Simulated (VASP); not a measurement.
# TePb (Fm-3m) in VASP: notebook

Runs on TePb. Level: PBE. Tasks: single point.

All numbers are computed with VASP 6.6.1; they aren't measurements. Logs are shortened: lines on timing, memory, paths and dates and some standing lists are left out, and cuts for length are marked.

### Step 1. The cell of the first run

Symmetry: Fm-3m, No. 225, cubic system. The conventional cell has a = 6.515 Å, b = 6.515 Å, c = 6.515 Å, α = 90.00°, β = 90.00°, γ = 90.00°. Te (site symmetry m-3m) has 6 Pb at 3.26 Å within 4.3 Å. Within 4.3 Å of Pb (site symmetry m-3m) lie 6 Te at 3.26 Å.

### Step 2. Single point, PBE

INCAR reads:

```
PREC = Accurate
ENCUT = 520
EDIFF = 1E-7
ISMEAR = 0
SIGMA = 0.01
LREAL = False
LASPH = True
NELM = 60
ALGO = Normal
ISIF = 2
LWAVE = False
LCHARG = True
GGA = PE
LELF = True
LVHAR = True
NBANDS = 17
```

KPOINTS reads:

```
Automatic mesh
0
Gamma
  5 5 5
```

POSCAR reads:

```
TePb
1.0
    0.0000000000      3.2577036903      3.2577036903
    3.2577036903      0.0000000000      3.2577036903
    3.2577036903      3.2577036903      0.0000000000
Te Pb
1 1
Direct
    0.5000000000      0.5000000000      0.5000000000
    0.0000000000      0.0000000000      0.0000000000
```

Potentials or basis: VASP PAW PBE potentials, release 64 (Te, Pb_d).

The run is started by

```sh
$ cat potpaw_PBE.64/Te/POTCAR potpaw_PBE.64/Pb_d/POTCAR > POTCAR
$ mpirun -np 1 vasp_std > vasp.out
```

OUTCAR:

```text
PREC = Accurate
   ENCUT = 520
   EDIFF = 1E-7
   ISMEAR = 0
   LREAL = False
   LASPH = True
   NELM = 60
   ISIF = 2
   GGA = PE

 ion  position               nearest neighbor table
   1  0.500  0.500  0.500-   2 3.26   2 3.26   2 3.26   2 3.26   2 3.26   2 3.26
   2  0.000  0.000  0.000-   1 3.26   1 3.26   1 3.26   1 3.26   1 3.26   1 3.26

  LATTYP: Found a face centered cubic cell.
 ALAT       =     6.5154073806

  Lattice vectors:

 A1 = (   0.0000000000,   3.2577036903,   3.2577036903)
 A2 = (   3.2577036903,   0.0000000000,   3.2577036903)
 A3 = (   3.2577036903,   3.2577036903,   0.0000000000)

Analysis of symmetry for initial positions (statically):
=====================================================================
 Subroutine PRICEL returns:
 Original cell was already a primitive cell.

 Routine SETGRP: Setting up the symmetry group for a
 face centered cubic supercell.

 Subroutine GETGRP returns: Found 48 space group operations
 (whereof 48 operations were pure point group operations)
 out of a pool of 48 trial point group operations.

The static configuration has the point symmetry O_h .

Analysis of symmetry for dynamics (positions and initial velocities):
=====================================================================
 Subroutine PRICEL returns:
 Original cell was already a primitive cell.

 Routine SETGRP: Setting up the symmetry group for a
 face centered cubic supercell.

 Subroutine GETGRP returns: Found 48 space group operations
 (whereof 48 operations were pure point group operations)
 out of a pool of 48 trial point group operations.

The dynamic configuration has the point symmetry O_h .

 Subroutine INISYM returns: Found 48 space group operations
 (whereof 48 operations are pure point group operations),
 and found     1 'primitive' translations

----------------------------------------------------------------------------------------

                                     Primitive cell

  volume of cell :      69.1456

  direct lattice vectors                    reciprocal lattice vectors
     0.000000000  3.257703690  3.257703690    -0.153482344  0.153482344  0.153482344
     3.257703690  0.000000000  3.257703690     0.153482344 -0.153482344  0.153482344
     3.257703690  3.257703690  0.000000000     0.153482344  0.153482344 -0.153482344

  length of vectors
     4.607088741  4.607088741  4.607088741     0.265839219  0.265839219  0.265839219

  position of ions in fractional coordinates (direct lattice)
     0.500000000  0.500000000  0.500000000
     0.000000000  0.000000000  0.000000000

  ion indices of the primitive-cell ions
   primitive index   ion index
                 1           1
                 2           2

----------------------------------------------------------------------------------------

 KPOINTS: Automatic mesh

Automatic generation of k-mesh.
 Grid dimensions read from file:
 generate k-points for:    5    5    5

 Generating k-lattice:

  Cartesian coordinates                     Fractional coordinates (reciprocal lattice)
    -0.030696469  0.030696469  0.030696469     0.200000000  0.000000000  0.000000000
     0.030696469 -0.030696469  0.030696469     0.000000000  0.200000000  0.000000000
     0.030696469  0.030696469 -0.030696469     0.000000000  0.000000000  0.200000000

  Length of vectors
     0.053167844  0.053167844  0.053167844

  Shift w.r.t. Gamma in fractional coordinates (k-lattice)
     0.000000000  0.000000000  0.000000000

 Subroutine IBZKPT returns following result:
 ===========================================

 Found     10 irreducible k-points:

 Following reciprocal coordinates:
            Coordinates               Weight
  0.000000  0.000000  0.000000      1.000000
  0.200000  0.000000  0.000000      8.000000
  0.400000  0.000000  0.000000      8.000000
  0.200000  0.200000  0.000000      6.000000
  0.400000  0.200000  0.000000     24.000000
 -0.400000  0.200000  0.000000     24.000000
 -0.200000  0.200000  0.000000     12.000000
  0.400000  0.400000  0.000000      6.000000
 -0.400000  0.400000  0.000000     12.000000
 -0.400000  0.400000  0.200000     24.000000
   k-points           NKPTS =     10   k-points in BZ     NKDIM =     10   number of bands    NBANDS=     17
   number of dos      NEDOS =    301   number of ions     NIONS =      2
   total plane-waves  NPLWV =  46656
   dimension x,y,z NGX =    36 NGY =   36 NGZ =   36
   dimension x,y,z NGXF=    72 NGYF=   72 NGZF=   72
   ions per type =               1   1
   NGX,Y,Z   is equivalent  to a cutoff of  12.99, 12.99, 12.99 a.u.
   NGXF,Y,Z  is equivalent  to a cutoff of  25.98, 25.98, 25.98 a.u.
 SYSTEM =  unknown system
   PREC   = accura    normal or accurate (medium, high low for compatibility)
   ISTART =      0    job   : 0-new  1-cont  2-samecut
   ICHARG =      2    charge: 1-file 2-atom 10-const
   ISPIN  =      1    spin polarized calculation?
   LNONCOLLINEAR =      F non collinear calculations
   LSORBIT =      F    spin-orbit coupling
   LASPH  =      T    aspherical Exc in radial PAW
   ENCUT  =  520.0 eV  38.22 Ry    6.18 a.u.   8.57  8.57  8.57*2*pi/ulx,y,z
   NELM   =     60;   NELMIN=  2; NELMDL= -5     # of ELM steps
   EDIFF  = 0.1E-06   stopping-criterion for ELM
   LREAL  =      F    real-space projection
   EDIFFG = 0.1E-05   stopping-criterion for IOM
   NSW    =      0    number of steps for IOM
   IBRION =     -1    ionic relax: 0-MD 1-quasi-New 2-CG
   NFREE  =      0    steps in history (QN), initial steepest desc. (CG)
   ISIF   =      2    stress and relaxation
   ISYM   =      2    0-nonsym 1-usesym 2-fastsym
   POTIM  = 0.5000    time-step for ionic-motion
   TEBEG  =    0.0;   TEEND  =   0.0 temperature during run
   PSTRESS=    0.0 pullay stress
   NELECT =      20.0000    total number of electrons
   NUPDOWN=      -1.0000    fix difference up-down
   EMIN   =  10.00;   EMAX   =-10.00  energy-range for DOS
   EFERMI =   0.00;   METHOD = LEGACY
   ISMEAR =     0;   SIGMA  =   0.01  broadening in eV -4-tet -1-fermi 0-gaus
   EFERMI_NEDOS =   21; number of points for ismear=-14 and -15
   IALGO  =     38    algorithm
   IMIX   =      4    mixing-type and parameters
     AMIX     =   0.40;   BMIX     =  1.00
     AMIX_MAG =   1.60;   BMIX_MAG =  1.00
  volume/ion in A,a.u.               =      34.57       233.31
  Fermi-wavevector in a.u.,A,eV,Ry     =   1.082671  2.045952 15.948435  1.172177
  Thomas-Fermi vector in A             =   2.218718
   LORBIT       =      0    0 simple, 1 ext, 2 COOP (PROOUT), +10 PAW based schemes
   GGA     = PE    functional components
   LHFCALC =     F    Hartree Fock is set to
   AEXX    =    0.0000 exact exchange contribution
   IVDW    =     0    specifies the selected vdW correction
   LEPSILON=     F    determine dielectric tensor
   LRPA    =     F    only Hartree local field effects (RPA)
 non-spin polarized calculation
 Gauss-broadening in eV      SIGMA  =   0.01
  energy-cutoff  :      520.00
  volume of cell :       69.15
 maximum number of plane-waves:      1877
 NGX is ok and might be reduce to    36
   NGX = 17   NGY = 17   NGZ = 17

 number of electron      20.0000003 magnetization

 Free energy of the ion-electron system (eV)
  ---------------------------------------------------
  ext. energy  EPLUGINS =         0.00000000
  ---------------------------------------------------
  free energy    TOTEN  =        -7.51914133 eV

  energy without entropy =       -7.51914133  energy(sigma->0) =       -7.51914133

 E-fermi :   5.2387     XC(G=0):  -9.1905

 val. band max:        5.1638464048   @ k =  -0.2000   0.2000   0.0000
 cond. band min:       6.3869512868   @ k =   0.4000   0.0000   0.0000
 fundamental gap:      1.2231048820
 Fermi energy:         5.2386945094

 k-point     1 :       0.0000    0.0000    0.0000
  band No.  band energies     occupation
      1     -11.3762      2.00000
      2     -11.3762      2.00000
      3     -11.3687      2.00000
      4     -11.3687      2.00000
      5     -11.3687      2.00000
      6      -6.5083      2.00000
[... 9 lines left out ...]
     16      11.1611      0.00000
     17      12.7610      0.00000

 k-point     2 :       0.2000    0.0000    0.0000
  band No.  band energies     occupation
      1     -11.3804      2.00000
      2     -11.3804      2.00000
      3     -11.3679      2.00000
      4     -11.3637      2.00000
      5     -11.3637      2.00000
      6      -6.1826      2.00000
[... 9 lines left out ...]
     16      11.8636      0.00000
     17      14.7550      0.00000

 k-point     3 :       0.4000    0.0000    0.0000
  band No.  band energies     occupation
      1     -11.3881      2.00000
      2     -11.3881      2.00000
      3     -11.3666      2.00000
      4     -11.3546      2.00000
      5     -11.3546      2.00000
      6      -5.3735      2.00000
[... 9 lines left out ...]
     16      13.7092      0.00000
     17      15.6211      0.00000

 k-point     4 :       0.2000    0.2000    0.0000
  band No.  band energies     occupation
      1     -11.3907      2.00000
      2     -11.3728      2.00000
      3     -11.3718      2.00000
      4     -11.3610      2.00000
      5     -11.3610      2.00000
      6      -6.0777      2.00000
[... 9 lines left out ...]
     16      12.9401      0.00000
     17      13.4343      0.00000

 k-point     5 :       0.4000    0.2000    0.0000
  band No.  band energies     occupation
      1     -11.4020      2.00000
      2     -11.3767      2.00000
      3     -11.3700      2.00000
      4     -11.3557      2.00000
      5     -11.3525      2.00000
      6      -5.4333      2.00000
[... 9 lines left out ...]
     16      14.6402      0.00000
     17      15.2282      0.00000

 k-point     6 :      -0.4000    0.2000    0.0000
  band No.  band energies     occupation
      1     -11.3989      2.00000
      2     -11.3842      2.00000
      3     -11.3632      2.00000
      4     -11.3566      2.00000
      5     -11.3526      2.00000
      6      -5.0057      2.00000
[... 9 lines left out ...]
     16      13.6745      0.00000
     17      16.0430      0.00000

 k-point     7 :      -0.2000    0.2000    0.0000
  band No.  band energies     occupation
      1     -11.3860      2.00000
      2     -11.3857      2.00000
      3     -11.3658      2.00000
      4     -11.3603      2.00000
      5     -11.3574      2.00000
      6      -5.6848      2.00000
[... 9 lines left out ...]
     16      13.9424      0.00000
     17      14.4577      0.00000

 k-point     8 :       0.4000    0.4000    0.0000
  band No.  band energies     occupation
      1     -11.4237      2.00000
      2     -11.3767      2.00000
      3     -11.3671      2.00000
      4     -11.3477      2.00000
      5     -11.3477      2.00000
      6      -5.1257      2.00000
[... 9 lines left out ...]
     16      14.9419      0.00000
     17      16.2591      0.00000

 k-point     9 :      -0.4000    0.4000    0.0000
  band No.  band energies     occupation
      1     -11.4210      2.00000
      2     -11.3721      2.00000
      3     -11.3720      2.00000
      4     -11.3496      2.00000
      5     -11.3474      2.00000
      6      -4.8385      2.00000
[... 9 lines left out ...]
     16      14.8296      0.00000
     17      16.5216      0.00000

 k-point    10 :      -0.4000    0.4000    0.2000
  band No.  band energies     occupation
      1     -11.4110      2.00000
      2     -11.3777      2.00000
      3     -11.3665      2.00000
      4     -11.3566      2.00000
      5     -11.3479      2.00000
      6      -4.9151      2.00000
[... 9 lines left out ...]
     16      15.3694      0.00000
     17      15.4504      0.00000

------------------------ aborting loop because EDIFF is reached ----------------------------------------

  FORCE on cell =-STRESS in cart. coord.  units (eV):
  Direction    XX          YY          ZZ          XY          YZ          ZX
  --------------------------------------------------------------------------------------
  -------------------------------------------------------------------------------------
  Total        0.4187009      0.4187009      0.4187009      0.0000000      0.0000000     -0.0000000
  in kB        9.7017416      9.7017416      9.7017416      0.0000000      0.0000000     -0.0000000
  external PRESSURE =       9.7017416 kB  Pullay stress =       0.0000000 kB

 VOLUME and BASIS-vectors are now :
 -----------------------------------------------------------------------------
  energy-cutoff  :      520.00
  volume of cell :       69.15
      direct lattice vectors                 reciprocal lattice vectors
     0.000000000  3.257703690  3.257703690    -0.153482344  0.153482344  0.153482344
     3.257703690  0.000000000  3.257703690     0.153482344 -0.153482344  0.153482344
     3.257703690  3.257703690  0.000000000     0.153482344  0.153482344 -0.153482344

 POSITION                                       TOTAL-FORCE (eV/Angst)
 -----------------------------------------------------------------------------------
      3.25770      3.25770      3.25770         0.000000      0.000000      0.000000
      0.00000      0.00000      0.00000         0.000000      0.000000     -0.000000
 -----------------------------------------------------------------------------------
    total drift:                               -0.000000      0.000000      0.000000

  FREE ENERGIE OF THE ION-ELECTRON SYSTEM (eV)
  ---------------------------------------------------
  free  energy   TOTEN  =        -7.5191413323 eV

  energy  without entropy=       -7.5191413323  energy(sigma->0) =       -7.51914133
```

It took 17 s on 1 thread of AMD EPYC 7R13 (Zen 3), shared host; peak memory 0.17 GiB.

Results:

```
Free energy : -7.5191 eV
Pressure    : 1.0 GPa
```

Levels at points of the mesh, in eV from the Fermi level:
```tsv
k point	band 6	band 7	band 8	band 9	band 10	band 11	band 12	band 13	band 14	band 15
(0.00, 0.00, 0.00)	-11.75	-5.59	-1.18	-1.18	-1.18	4.12	4.12	4.12	5.92	5.92
```

Caveat: this odd mesh misses L, where the gap lies, so gap, dielectric constants and Born charges aren't listed; spin-orbit coupling is left out, which moves the levels of the heavy elements.

(Continued in part 2 of 2.)
